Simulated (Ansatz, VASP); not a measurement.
LiCl: VASP beside Ansatz

File POSCAR:

```
LiCl
1.0
    0.0000000000      2.7578258545      2.7578258545
    2.7578258545      0.0000000000      2.7578258545
    2.7578258545      2.7578258545      0.0000000000
Li Cl
1 1
Direct
    0.0000000000      0.0000000000      0.0000000000
    0.2500000000      0.2500000000      0.2500000000
```

File INCAR.step1:

```
SYSTEM = LiCl
PREC = Accurate ; ENCUT = 520
ISMEAR = 0 ; SIGMA = 0.02
LREAL = .FALSE. ; LASPH = .TRUE.
NELM = 60 ; NBANDS = 12
GGA = PE ; ALGO = Normal
EDIFF = 1E-4 ; LWAVE = .TRUE.
LCHARG = .FALSE.
```

File INCAR.step2:

```
SYSTEM = LiCl
PREC = Accurate ; ENCUT = 520
EDIFF = 1E-6 ; ISMEAR = 0
SIGMA = 0.02 ; LREAL = .FALSE.
LASPH = .TRUE. ; NELM = 60
ALGO = Normal ; ISIF = 2
LWAVE = .FALSE. ; LCHARG = .FALSE.
METAGGA = R2SCAN ; LMIXTAU = .TRUE.
NBANDS = 12 ; ISTART = 1
```

File KPOINTS:

```
Automatic mesh
0
G
  8 8 8
  0 0 0
```

Input for Ansatz:

```yaml
crystal:
  lattice:
    - [0.0, 2.7578258545, 2.7578258545]
    - [2.7578258545, 0.0, 2.7578258545]
    - [2.7578258545, 2.7578258545, 0.0]
  atoms:
    - { symbol: Li, position: [0.0, 0.0, 0.0] }
    - { symbol: Cl, position: [0.25, 0.25, 0.25] }
basis:
  ecutwfc: 500
kpoints:
  mp_grid: { grid: [8, 8, 8] }
  band_path:
    path:
      - [[0.0, 0.0, 0.0], [-0.5, -0.5, 0.0], [-0.375, -0.375, 0.25]]
      - [[-0.375, 0.0, 0.375], [0.0, 0.0, 0.0], [0.0, 0.0, 0.5], [-0.5, -0.25, 0.25], [-0.5, -0.5, 0.0]]
    npoints: 14
hamiltonian:
  xc: r2scan
scf:
  occupations: { method: gaussian, width: 0.02 }
  n_extra_bands: 6
output:
  forces: true
  stress: true
  eigenvalues: true
  populations: true
  dos: { projected: true, de: 0.02, nscf_kmesh: { grid: [12, 12, 12] } }
  bader: true
  write_density: true
  write_potential: true
  elf: true
  volumetric_format: npy
```

Alike in both runs: task single point; functional r2SCAN; k mesh 8 × 8 × 8; occupations gaussian, width 0.02 eV; no spin polarisation.

```csv
,VASP,Ansatz
version,VASP 6.6.1,Ansatz 0.2.0
potentials or method,"VASP PAW PBE potentials, release 64 (Li_sv, Cl), cutoff 520 eV","scalar-relativistic, plane waves, PAW"
valence electrons in the cell,10,10
```

|  | VASP | Ansatz | Ansatz less VASP |
| --- | --- | --- | --- |
| gap on the k mesh at the Fermi level (eV) | 6.67 | 6.61 | -0.056 |
| least direct gap on the mesh (eV) | 6.67 | 6.61 | -0.056 |

VASP's potentials were made for PBE, not for r2SCAN. With one functional, cell and mesh, what is left measures potentials, basis and numerics.

Noted on VASP's run: the cutoff is short for stress, so the pressure is rough.
